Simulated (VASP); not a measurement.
Write the native input for VASP 6.6.1 that does the following.

```yaml
Task: relaxation of cell and atoms
Functional: PBEsol
Potentials_or_basis: VASP PAW PBE potentials, release 64 (Ti_sv)
Cutoff: 600 eV
k_mesh: 5 × 5 × 6
Occupations: fermi-dirac, width 0.05 eV
Spin: no spin polarisation
Target_pressure: 45 GPa
Dipole_correction: no
Further_INCAR_settings: ALGO = Normal; EDIFF = 1e-07; IBRION = 2; EDIFFG = -0.03; NSW = 80; ISIF = 3
```

The structure of Ti lies in POSCAR:

```
Ti
1.0
    4.6000000000      0.0000000000      0.0000000000
   -2.3000000000      3.9837168600      0.0000000000
    0.0000000000      0.0000000000      2.8200000000
Ti
3
Direct
    0.0000000000      0.0000000000      0.0000000000
    0.3333333300      0.6666666700      0.5000000000
    0.6666666700      0.3333333300      0.5000000000
```

This isn't the form of Ti at room conditions, which is hcp.

One way to write it, as run:

INCAR

```
ALGO = Normal ; EDIFF = 1E-7
EDIFFG = -0.03 ; ENCUT = 600
GGA = PS ; IBRION = 2
ISIF = 3 ; ISMEAR = -1
LASPH = T ; LCHARG = F
LREAL = F ; LWAVE = F
NELM = 100 ; NSW = 80
PREC = Accurate ; PSTRESS = 450.0
SIGMA = 0.05
```

KPOINTS

```
k-points
0
Gamma
  5 5 6
```

Potentials or basis: VASP PAW PBE potentials, release 64 (Ti_sv).

Run with:

```console
$ cat potpaw_PBE.64/Ti_sv/POTCAR > POTCAR
$ mpirun -np 1 vasp_std > vasp.out
```

It gave:

* Relaxed volume: 12.83 Å³/atom
* Relaxed cell: a = 4.132 Å, b = 4.132 Å, c = 2.603 Å, α = 90.00°, β = 90.00°, γ = 120.00°
* Space group after relaxing (to 0.1 Å): P6/mmm (No. 191)
* Energy change on relaxing (the run minimises the enthalpy): +402.6 meV/atom
* Ionic steps: 10
* Pressure after relaxing: 45.0 GPa
* Band gap on the k mesh: zero (bands 18 and 19 overlap by 0.69 eV)

Caveat: the k points lie up to 0.40 Å⁻¹ apart in the final cell, too coarse for converged energies and pressures of a metal; the cell is relaxed towards a set pressure, so the run minimises the enthalpy, not the energy; the volume moved by over 15 % at a fixed basis, so the end points are rough; the PAW data sets were made with another functional, which shifts forces and pressure a little.

It took 7.6 min on 1 thread of Intel Xeon 8259CL, with other jobs on the host, peak memory 0.21 GiB.
